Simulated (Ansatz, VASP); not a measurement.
## Two plane-wave programs on Be

```
Be
1.0
     0.00000    1.57668    1.57668
     1.57668    0.00000    1.57668
     1.57668    1.57668    0.00000
Be
1
Cartesian
  0.0000 0.0000 0.0000
```

Alike in both runs: task relaxation of cell and atoms; functional PBE; k mesh 23 × 23 × 23; occupations fermi-dirac, width 0.05 eV; no spin polarisation.

|  | VASP | Ansatz |
| --- | --- | --- |
| version | VASP 6.6.1 | Ansatz 0.2.0 |
| potentials or method | VASP PAW PBE potentials, release 64 (Be) | PAW with Ansatz's default frozen-core files, scalar-relativistic |
| plane-wave cutoff (eV) | 600 | 420 |
| valence electrons in the cell | 2 | 2 |

|  | VASP | Ansatz | Ansatz less VASP |
| --- | --- | --- | --- |
| gap on the k mesh at the Fermi level, each at its own relaxed structure (eV) | none | none | - |
| relaxed volume (Å³/atom) | 7.87 | 7.87 | -0.003 |
| relaxed length of the cell vector where the two differ most in proportion (Å) | 2.233 | 2.233 | -0.0003 |

A gap of «none» marks a metal or a gap that the smearing closes. Ansatz's warnings: end state compared.
